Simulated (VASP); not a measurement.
Wanted: the native input for a VASP 6.6.1 run.

* Task: single point
* Functional: PBE
* Potentials or basis: VASP PAW PBE potentials, release 64 (Fe)
* Cutoff: 520 eV
* k mesh: 17 × 17 × 17
* Occupations: fermi-dirac, width 0.03 eV
* Spin: collinear spin, ferromagnetic start
* Starting moments: [3.0] μB
* Dipole correction: no
* Further INCAR settings: ALGO = Normal; EDIFF = 1e-06; NBANDS = 14

The structure of Fe lies in POSCAR:

```
Fe
1.0
    0.0000000000      1.8458735502      1.8458735502
    1.8458735502      0.0000000000      1.8458735502
    1.8458735502      1.8458735502      0.0000000000
Fe
1
Direct
    0.0000000000      0.0000000000      0.0000000000
```

This cell differs from its parent crystal: volume scaled by 1.03.

One way to write it, as run:

INCAR

```
PREC = Accurate
ENCUT = 520
EDIFF = 1E-6
ISMEAR = -1
SIGMA = 0.03
LREAL = False
LASPH = True
NELM = 150
ALGO = Normal
ISIF = 2
LWAVE = False
LCHARG = False
ISPIN = 2
MAGMOM = 3
LORBIT = 11
LMAXMIX = 4
GGA = PE
NBANDS = 14
```

KPOINTS

```
Automatic mesh
0
Gamma
  17 17 17
```

Potentials or basis: VASP PAW PBE potentials, release 64 (Fe).

Launch:

```sh
$ cat potpaw_PBE.64/Fe/POTCAR > POTCAR
$ mpirun -np 1 vasp_std > vasp.out
```

It gave:

| Property | Result |
| --- | --- |
| Pressure | -6.3 GPa |
| Net moment | 2.66 μB per cell |
| Site moments | Fe +2.66 μB |
| Valence electrons inside the program's atomic spheres | Fe 7.07 |

Run time: 25 s on 1 thread of Intel(R) Xeon(R) 6975P-C (Granite Rapids), on a shared host, peak memory 0.16 GiB.
